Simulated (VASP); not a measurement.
# B17HN18 (a cell with a defect) in VASP: settings compared

Aim: see how the results for B17HN18 (a cell with a defect) move with the level of theory and the settings. Levels: PBE, r2SCAN. Tasks: single point.

Everything below comes from runs of VASP 6.6.1. Logs are shortened: lines on timing, memory, paths and dates and some standing lists are left out, and cuts for length are marked.

## 1. The cell of the first run

The cell holds a defect, 36 atoms: a = 7.465 Å, b = 7.465 Å, c = 6.495 Å, α = 90.00°, β = 90.00°, γ = 120.00°.

## 2. Single point, PBE

Input file INCAR:

```
SYSTEM = B17HN18
  PREC = Accurate
  ENCUT = 520
  EDIFF = 1E-6
  ISMEAR = 0
  SIGMA = 0.01
  LREAL = Auto
  LASPH = .TRUE.
  NELM = 120
  ALGO = Normal
  ISIF = 2
  LWAVE = .FALSE.
  LCHARG = .TRUE.
  GGA = PE
  LELF = .TRUE.
  LVHAR = .TRUE.
  NELECT = 144.0
  NBANDS = 95
  GGA_COMPAT = .FALSE.
  ISYM = -1
```

Input file KPOINTS:

```
explicit points
1
Reciprocal
  0.25000000   0.25000000   0.25000000 1
```

Input file POSCAR:

```
B17HN18
1.0
    7.4650312844      0.0000000000      0.0000000000
   -3.7325156422      6.4649067324      0.0000000000
    0.0000000000      0.0000000000      6.4954828762
B N H
17 18 1
Direct
    0.1171141531      0.2186812041      0.2419150539
    0.2214163359      0.1205426214      0.7593141784
    0.1164212942      0.5482003692      0.2433136992
    0.2193942973      0.4576314925      0.8077944226
    0.1160982231      0.8831784675      0.2391074279
    0.2169306353      0.7844829391      0.7450142901
    0.4516510341      0.2202815300      0.2322788917
    0.5500220310      0.1142454663      0.7372831337
    0.4473645871      0.5524061002      0.1431805342
    0.4513071277      0.8829357630      0.2440628544
    0.5452903095      0.7808346140      0.8073373089
    0.7827823415      0.2168407060      0.2543291723
    0.8842742428      0.1167465882      0.7693675253
    0.7793965499      0.5479624254      0.2318009574
    0.8836070362      0.4550854189      0.7351126470
    0.7809164270      0.8822647962      0.2418302424
    0.8793763743      0.7761078892      0.7560362957
    0.1089369047      0.2316264084      0.7845820732
    0.2271695253      0.1058930195      0.2363784965
    0.1096590745      0.5619297311      0.7453486120
    0.2254827913      0.4380559012      0.2303163624
    0.1068816463      0.8963769452      0.7479742242
    0.2271985125      0.7723696756      0.2402519939
    0.4378051441      0.2203680743      0.7370245303
    0.5602960411      0.1066139193      0.2525379241
    0.4237153092      0.5767365702      0.8972661761
    0.5609576545      0.4383400605      0.2052167295
    0.4401040278      0.8906942999      0.7448328573
    0.5614494146      0.7739873711      0.2308794057
    0.7743037445      0.2275586458      0.7452632928
    0.8936033730      0.1057321781      0.2570464833
    0.7764576030      0.5631018402      0.7301450321
    0.8929131787      0.4390765865      0.2513351417
    0.7706930983      0.8928473228      0.7851208121
    0.8938144701      0.7723757325      0.2354963495
    0.5481044824      0.3866535728      0.7398200194
```

Potentials or basis: VASP PAW PBE potentials, release 64 (B, N, H).

Command:

```console
$ cat potpaw_PBE.64/B/POTCAR potpaw_PBE.64/N/POTCAR potpaw_PBE.64/H/POTCAR > POTCAR
$ mpirun -np 1 vasp_std > vasp.out
```

OUTCAR:

```text
SYSTEM = B17HN18
   PREC = Accurate
   ENCUT = 520
   EDIFF = 1E-6
   ISMEAR = 0
   LREAL = Auto
   LASPH = .TRUE.
   NELM = 120
   ISIF = 2
   GGA = PE
   NELECT = 144.0
   ISYM = -1

 ion  position               nearest neighbor table
   1  0.117  0.219  0.242-  21 1.42  19 1.44  31 1.45
   2  0.221  0.121  0.759-  24 1.41  22 1.45  18 1.45
   3  0.116  0.548  0.243-  21 1.42  33 1.45  23 1.45
   4  0.219  0.458  0.808-  20 1.44  26 1.45  18 1.47
   5  0.116  0.883  0.239-  23 1.43  35 1.44  19 1.44
   6  0.217  0.784  0.745-  22 1.43  20 1.44  28 1.44
   7  0.452  0.220  0.232-  27 1.42  25 1.44  19 1.45
   8  0.550  0.114  0.737-  24 1.41  28 1.45  30 1.45
   9  0.447  0.552  0.143-  27 1.53  29 1.54  21 1.54  26 1.63
  10  0.451  0.883  0.244-  29 1.42  25 1.45  23 1.45
  11  0.545  0.781  0.807-  28 1.45  26 1.45  34 1.46
  12  0.783  0.217  0.254-  31 1.43  33 1.44  25 1.44
  13  0.884  0.117  0.769-  30 1.44  34 1.45  18 1.46
  14  0.779  0.548  0.232-  27 1.42  33 1.44  35 1.45
  15  0.884  0.455  0.735-  32 1.39  20 1.46  30 1.47
[... 14 lines left out ...]
  30  0.774  0.228  0.745-  13 1.44   8 1.45  15 1.47
  31  0.894  0.106  0.257-  12 1.43  16 1.45   1 1.45
  32  0.776  0.563  0.730-  17 1.39  15 1.39
  33  0.893  0.439  0.251-  12 1.44  14 1.44   3 1.45
  34  0.771  0.893  0.785-  13 1.45  11 1.46  17 1.47
  35  0.894  0.772  0.235-   5 1.44  16 1.44  14 1.45
  36  0.548  0.387  0.740-  24 1.09

IMPORTANT INFORMATION: All symmetrisations will be switched off!
NOSYMM: (Re-)initialisation of all symmetry stuff for point group C_1.

----------------------------------------------------------------------------------------

                                     Primitive cell

  volume of cell :     313.4768

  direct lattice vectors                    reciprocal lattice vectors
     7.465031284  0.000000000  0.000000000     0.133957911  0.077340636  0.000000000
    -3.732515642  6.464906732  0.000000000     0.000000000  0.154681273  0.000000000
     0.000000000  0.000000000  6.495482876     0.000000000  0.000000000  0.153953142

  length of vectors
     7.465031284  7.465031284  6.495482876     0.154681273  0.154681273  0.153953142

  position of ions in fractional coordinates (direct lattice)
     0.117114153  0.218681204  0.241915054
     0.221416336  0.120542621  0.759314178
     0.116421294  0.548200369  0.243313699
     0.219394297  0.457631492  0.807794423
     0.116098223  0.883178468  0.239107428
     0.216930635  0.784482939  0.745014290
[... 28 lines left out ...]
     0.893814470  0.772375733  0.235496350
     0.548104482  0.386653573  0.739820019

  ion indices of the primitive-cell ions
   primitive index   ion index
                 1           1
                 2           2
                 3           3
                 4           4
                 5           5
                 6           6
[... 28 lines left out ...]
                35          35
                36          36

----------------------------------------------------------------------------------------

 KPOINTS: explicit points

Read explicit list of k-points.

 Found      1 k-points:

 Following reciprocal coordinates:
            Coordinates               Weight
  0.250000  0.250000  0.250000      1.000000
   k-points           NKPTS =      1   k-points in BZ     NKDIM =      1   number of bands    NBANDS=     95
   number of dos      NEDOS =    301   number of ions     NIONS =     36
   total plane-waves  NPLWV = 150528
   dimension x,y,z NGX =    56 NGY =   56 NGZ =   48
   dimension x,y,z NGXF=   112 NGYF=  112 NGZF=   96
   ions per type =              17  18   1
   NGX,Y,Z   is equivalent  to a cutoff of  12.47, 12.47, 12.29 a.u.
   NGXF,Y,Z  is equivalent  to a cutoff of  24.94, 24.94, 24.57 a.u.
 SYSTEM =  B17HN18
   PREC   = accura    normal or accurate (medium, high low for compatibility)
   ISTART =      0    job   : 0-new  1-cont  2-samecut
   ICHARG =      2    charge: 1-file 2-atom 10-const
   ISPIN  =      1    spin polarized calculation?
   LNONCOLLINEAR =      F non collinear calculations
   LSORBIT =      F    spin-orbit coupling
   LASPH  =      T    aspherical Exc in radial PAW
   ENCUT  =  520.0 eV  38.22 Ry    6.18 a.u.  13.88 13.88 12.08*2*pi/ulx,y,z
   NELM   =    120;   NELMIN=  2; NELMDL= -5     # of ELM steps
   EDIFF  = 0.1E-05   stopping-criterion for ELM
   LREAL  =      T    real-space projection
   EDIFFG = 0.1E-04   stopping-criterion for IOM
   NSW    =      0    number of steps for IOM
   IBRION =     -1    ionic relax: 0-MD 1-quasi-New 2-CG
   NFREE  =      0    steps in history (QN), initial steepest desc. (CG)
   ISIF   =      2    stress and relaxation
   ISYM   =     -1    0-nonsym 1-usesym 2-fastsym
   POTIM  = 0.5000    time-step for ionic-motion
   TEBEG  =    0.0;   TEEND  =   0.0 temperature during run
   PSTRESS=    0.0 pullay stress
   NELECT =     144.0000    total number of electrons
   NUPDOWN=      -1.0000    fix difference up-down
   EMIN   =  10.00;   EMAX   =-10.00  energy-range for DOS
   EFERMI =   0.00;   METHOD = LEGACY
   ISMEAR =     0;   SIGMA  =   0.01  broadening in eV -4-tet -1-fermi 0-gaus
   EFERMI_NEDOS =   21; number of points for ismear=-14 and -15
   IALGO  =     38    algorithm
   IMIX   =      4    mixing-type and parameters
     AMIX     =   0.40;   BMIX     =  1.00
     AMIX_MAG =   1.60;   BMIX_MAG =  1.00
  volume/ion in A,a.u.               =       8.71        58.76
  Fermi-wavevector in a.u.,A,eV,Ry     =   1.263166  2.387038 21.709310  1.595589
  Thomas-Fermi vector in A             =   2.396537
   LORBIT       =      0    0 simple, 1 ext, 2 COOP (PROOUT), +10 PAW based schemes
   GGA     = PE    functional components
   LHFCALC =     F    Hartree Fock is set to
   AEXX    =    0.0000 exact exchange contribution
   IVDW    =     0    specifies the selected vdW correction
   LEPSILON=     F    determine dielectric tensor
   LRPA    =     F    only Hartree local field effects (RPA)
 non-spin polarized calculation
 Gauss-broadening in eV      SIGMA  =   0.01
  energy-cutoff  :      520.00
  volume of cell :      313.48
 maximum number of plane-waves:      8452
 NGX is ok and might be reduce to    56
   NGX = 27   NGY = 27   NGZ = 25

 number of electron     144.0000004 magnetization

 Free energy of the ion-electron system (eV)
  ---------------------------------------------------
  ext. energy  EPLUGINS =         0.00000000
  ---------------------------------------------------
  free energy    TOTEN  =      -299.47370148 eV

  energy without entropy =     -299.47370148  energy(sigma->0) =     -299.47370148

 E-fermi :   3.2553     XC(G=0): -10.2694

 val. band max:        3.1840305711   @ k =   0.2500   0.2500   0.2500
 cond. band min:       6.8208949092   @ k =   0.2500   0.2500   0.2500
 fundamental gap:      3.6368643381
 Fermi energy:         3.2552977053

 k-point     1 :       0.2500    0.2500    0.2500
  band No.  band energies     occupation
      1     -15.2503      2.00000
      2     -14.7962      2.00000
      3     -14.6471      2.00000
      4     -14.5861      2.00000
      5     -14.2140      2.00000
      6     -13.6731      2.00000
[... 76 lines left out ...]
     83       9.2208      0.00000
     84       9.6419      0.00000
 [bands above 84 left out]

------------------------ aborting loop because EDIFF is reached ----------------------------------------

  FORCE on cell =-STRESS in cart. coord.  units (eV):
  Direction    XX          YY          ZZ          XY          YZ          ZX
  --------------------------------------------------------------------------------------
  -------------------------------------------------------------------------------------
  Total       31.5568523     30.6470955     20.9057615     -0.2393822     -0.1253861     -0.0294464
  in kB      161.2868356    156.6370755    106.8491906     -1.2234809     -0.6408473     -0.1505004
  external PRESSURE =     141.5910339 kB  Pullay stress =       0.0000000 kB

 VOLUME and BASIS-vectors are now :
 -----------------------------------------------------------------------------
  energy-cutoff  :      520.00
  volume of cell :      313.48
      direct lattice vectors                 reciprocal lattice vectors
     7.465031284  0.000000000  0.000000000     0.133957911  0.077340636  0.000000000
    -3.732515642  6.464906732  0.000000000     0.000000000  0.154681273  0.000000000
     0.000000000  0.000000000  6.495482876     0.000000000  0.000000000  0.153953142

 POSITION                                       TOTAL-FORCE (eV/Angst)
 -----------------------------------------------------------------------------------
      0.05803      1.41375      1.57136         0.005912     -0.004132      0.001948
      1.20295      0.77930      4.93211         0.000777      0.010786     -0.001029
     -1.17708      3.54406      1.58044         0.002229      0.004974      0.005222
     -0.07033      2.95854      5.24701         0.000255     -0.013937     -0.003125
     -2.42980      5.70967      1.55312         0.006285     -0.004491      0.002366
     -1.30870      5.07161      4.83923        -0.003274      0.003465     -0.008488
[... 28 lines left out ...]
      3.78945      4.99334      1.52966        -0.001704      0.003149     -0.001619
      2.64843      2.49968      4.80549         0.004536      0.011742     -0.000865
 -----------------------------------------------------------------------------------
    total drift:                                0.002710      0.000141      0.003760

  FREE ENERGIE OF THE ION-ELECTRON SYSTEM (eV)
  ---------------------------------------------------
  free  energy   TOTEN  =      -299.4737014830 eV

  energy  without entropy=     -299.4737014830  energy(sigma->0) =     -299.47370148
```

Run time: 43 s. Hardware: 1 thread of Intel Xeon 6975P-C (Granite Rapids), shared host; peak memory 0.36 GiB.

What came out:

```
Free energy   : -299.4737 eV
Largest force : 0.028 eV/Å
```

Forces on the atoms (eV/Å):
```
B    0.006 -0.004  0.002
B    0.001  0.011 -0.001
B    0.002  0.005  0.005
B    0.000 -0.014 -0.003
B    0.006 -0.004  0.002
B   -0.003  0.003 -0.008
B    0.002 -0.007 -0.001
B    0.000  0.005 -0.005
B    0.012 -0.007 -0.015
B   -0.002 -0.005  0.005
B    0.013  0.004 -0.008
B    0.008 -0.004  0.005
B    0.000  0.001  0.001
B    0.008  0.001  0.000
B   -0.003 -0.014 -0.006
B    0.007 -0.004  0.004
B   -0.015  0.001  0.003
N    0.004  0.001  0.005
N   -0.003  0.000 -0.002
N   -0.002  0.000 -0.004
N    0.000  0.002 -0.002
N    0.003 -0.008 -0.005
N   -0.008  0.004 -0.001
N   -0.007  0.013 -0.001
N   -0.009  0.004  0.002
N    0.007 -0.004  0.027
N   -0.007  0.003 -0.001
N   -0.001 -0.002 -0.001
N   -0.003 -0.001 -0.001
N    0.001  0.004  0.001
N   -0.006  0.004 -0.002
N   -0.012 -0.007 -0.003
N   -0.008  0.006  0.002
N    0.006 -0.004  0.007
N   -0.002  0.003 -0.002
H    0.005  0.012 -0.001
```

Levels at points of the mesh, in eV from the Fermi level:
| k point | band 70 | band 71 | band 72 | band 73 | band 74 | band 75 |
| --- | --- | --- | --- | --- | --- | --- |
| (0.25, 0.25, 0.25) | -0.78 | -0.55 | -0.07 | 3.57 | 3.72 | 3.91 |

Caveat: the cell carries a net charge on a neutralising background, which shifts energy and pressure; the cell is charged against a uniform background, so pressure and absolute levels hang on convention.

## 3. Single point, PBE

Input file INCAR:

```
  ALGO = Normal
  EDIFF = 1E-6
  ENCUT = 520
  GGA = PE
  GGA_COMPAT = F
  ISIF = 2
  ISMEAR = 0
  ISYM = -1
  LASPH = T
  LCHARG = T
  LELF = T
  LREAL = Auto
  LVHAR = T
  LWAVE = F
  NBANDS = 95
  NELM = 120
  PREC = Accurate
  SIGMA = 0.01
```

KPOINTS is that of step 2.

Input file POSCAR:

```
B17HN18
1.0
    7.4650312844      0.0000000000      0.0000000000
   -3.7325156422      6.4649067324      0.0000000000
    0.0000000000      0.0000000000      6.4954828762
B N H
17 18 1
Direct
    0.1139811671      0.2233212368      0.2501859363
    0.2181363283      0.1100973822      0.7358733544
    0.1138431900      0.5565453877      0.2524351455
    0.2225195391      0.4434091818      0.7595591706
    0.1137773493      0.8899429576      0.2491390673
    0.2184481740      0.7782766673      0.7545129476
    0.4473380276      0.2235178966      0.2489220191
    0.5510008691      0.1111876287      0.7436093916
    0.4474354516      0.5564681101      0.2517997991
    0.4472677875      0.8899334828      0.2511256234
    0.5577330552      0.7833582592      0.7641285443
    0.7804681448      0.2233459939      0.2501728724
    0.8874087389      0.1174490701      0.7540890379
    0.7802223214      0.5565164288      0.2512417171
    0.8800418864      0.4446217856      0.7538463605
    0.7804636885      0.8898115574      0.2511694251
    0.8852203123      0.7834075010      0.7520254934
    0.1094357225      0.2234510272      0.7491130123
    0.2245368582      0.1125251546      0.2473601849
    0.1086538865      0.5569270445      0.7591610320
    0.2246005330      0.4457766858      0.2534356264
    0.1077555415      0.8889338731      0.7479440170
    0.2246205050      0.7791935598      0.2512672270
    0.4338016263      0.2095874866      0.7157149945
    0.5580134783      0.1124830418      0.2478298787
    0.4400032817      0.5691259952      0.7817073487
    0.5579690900      0.4457635092      0.2517078608
    0.4405379948      0.8890997662      0.7569783987
    0.5580144345      0.7792384552      0.2539820896
    0.7734746106      0.2243983182      0.7518909780
    0.8912830710      0.1125510173      0.2507433717
    0.7877439517      0.5699016399      0.7386883659
    0.8912949517      0.4458690840      0.2509076044
    0.7783189702      0.8972184591      0.7597221245
    0.8912869982      0.7792734910      0.2496800276
    0.5146466501      0.3661189883      0.6933110340
```

Potentials or basis: VASP PAW PBE potentials, release 64 (B, N, H).

Command:

```console
$ cat potpaw_PBE.64/B/POTCAR potpaw_PBE.64/N/POTCAR potpaw_PBE.64/H/POTCAR > POTCAR
$ mpirun -np 1 vasp_std > vasp.out
```

It took 65 s on 1 thread of Intel Xeon 6975P-C (Granite Rapids), shared host; peak memory 0.37 GiB.

Results (log left out):

| Item | Value |
| --- | --- |
| Free energy | -305.7293 eV |
| Pressure | 9.5 GPa |
| Largest force | 0.030 eV/Å |

Forces in eV/Å, atoms in the order of the input:
```
B    0.003 -0.006  0.009
B    0.007  0.022 -0.012
B    0.003  0.000 -0.015
B    0.003 -0.004  0.014
B    0.010 -0.006 -0.011
B    0.001  0.005 -0.008
B    0.012 -0.014  0.005
B   -0.016  0.025 -0.002
B    0.003  0.004  0.006
B    0.009  0.000 -0.005
B    0.004  0.001  0.013
B    0.007 -0.008 -0.011
B   -0.012  0.014 -0.004
B    0.011  0.001  0.011
B   -0.007 -0.006 -0.009
B    0.004 -0.005  0.002
B    0.000 -0.013  0.003
N    0.004 -0.006 -0.001
N   -0.006  0.006 -0.006
N    0.002 -0.001 -0.003
N   -0.007  0.004  0.002
N    0.001 -0.014  0.004
N   -0.008  0.001  0.013
N    0.010  0.021 -0.002
N   -0.013  0.007  0.004
N    0.016 -0.017 -0.008
N   -0.004  0.003 -0.010
N   -0.002 -0.012 -0.002
N   -0.002  0.001  0.001
N    0.004 -0.006  0.004
N   -0.003  0.005  0.005
N   -0.027  0.007  0.006
N   -0.009  0.006  0.005
N    0.005 -0.012 -0.005
N   -0.011 -0.001  0.002
H    0.005 -0.004  0.004
```

Stress tensor (GPa, compression positive):
```
 8.16  0.85  0.01
 0.85 16.75 -0.05
 0.01 -0.05  3.67
```

Levels at points of the mesh, in eV from the Fermi level:
| k point | band 69 | band 70 | band 71 | band 72 | band 73 | band 74 |
| --- | --- | --- | --- | --- | --- | --- |
| (0.25, 0.25, 0.25) | -0.38 | -0.31 | -0.08 | 0.14 | 4.68 | 4.79 |

[end of part 1 of 2]
